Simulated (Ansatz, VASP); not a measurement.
Pt in VASP and in Ansatz

```
Pt
1.0
     2.77488    0.00000    0.00000
    -1.38744    2.40312    0.00000
     0.00000    0.00000    9.39006
Pt
4
Direct
  0.00000 0.00000 0.00000
  0.00000 0.00000 0.50000
  0.33333 0.66667 0.75000
  0.66667 0.33333 0.25000
```

Alike in both runs: functional PBE; k mesh 6 × 6 × 2; occupations gaussian, width 0.1 eV; no spin polarisation.

Ansatz relaxed the structure, and its values are those at the end. VASP's run is a single point on that final structure, the one shown.

|  | VASP | Ansatz |
| --- | --- | --- |
| version | VASP 6.6.1 | Ansatz 0.2.0 |
| potentials or method | VASP PAW PBE potentials, release 64 (Pt), cutoff 520 eV | scalar-relativistic, plane waves, PAW |
| valence electrons in the cell | 40 | 72 |

```tsv
	VASP	Ansatz	Ansatz less VASP
gap on the k mesh at the Fermi level (eV)	none	none	-
pressure (GPa)	-0.5	0.0	+0.48
```

A gap of «none» marks a metal or a gap that the smearing closes. VASP's potentials hold 40 valence electrons a cell and Ansatz's 72, so a difference there can come from the potentials and not from the codes.

The k mesh is coarse, so the values compare programs but aren't converged. Neither program's run includes spin-orbit coupling.
